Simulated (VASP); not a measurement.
Write the native input for VASP 6.6.1 that does the following.

| Property | Result |
| --- | --- |
| Task | single point |
| Functional | PBE |
| Potentials or basis | VASP PAW PBE potentials, release 64 (K_sv, Si, H) |
| Cutoff | 500 eV |
| k mesh | 18 × 18 × 8 |
| Occupations | gaussian, width 0.1 eV |
| Spin | no spin polarisation |
| Dipole correction | no |
| Further INCAR settings | ALGO = Normal; EDIFF = 1e-06; NBANDS = 14 |

The structure of KSiH lies in POSCAR:

```
KSiH
1.0
    3.4735995431      0.0000000024      0.0000000000
   -1.7367997736      3.0082254457      0.0000000000
    0.0000000000      0.0000000000      5.5940001635
K Si H
1 1 1
Direct
    0.0000000000      0.0000000000      0.0000000000
    0.3333333333      0.6666666667      0.5000000000
    0.6666666667      0.3333333333      0.5000000000
```

The cell was generated, and may not be a known phase.

The input as run:

INCAR

```
PREC = Accurate
ENCUT = 500
EDIFF = 1E-6
ISMEAR = 0
SIGMA = 0.1
LREAL = False
LASPH = True
NELM = 120
ALGO = Normal
ISIF = 2
LWAVE = False
LCHARG = False
GGA = PE
NBANDS = 14
GGA_COMPAT = False
```

KPOINTS

```
regular mesh
0
Gamma
  18 18 8
```

Potentials or basis: VASP PAW PBE potentials, release 64 (K_sv, Si, H).

Launch:

```sh
$ cat potpaw_PBE.64/K_sv/POTCAR potpaw_PBE.64/Si/POTCAR potpaw_PBE.64/H/POTCAR > POTCAR
$ mpirun -np 1 vasp_std > vasp.out
```

It gave:

| Quantity | Value |
| --- | --- |
| Pressure | 0.0 GPa |
| Band gap on the k mesh | zero (bands 7 and 8 overlap by 2.95 eV) |

Run time: 2.9 min on 1 thread of Oxide Virtual Turin-like Processor, on a shared host, peak memory 0.25 GiB.
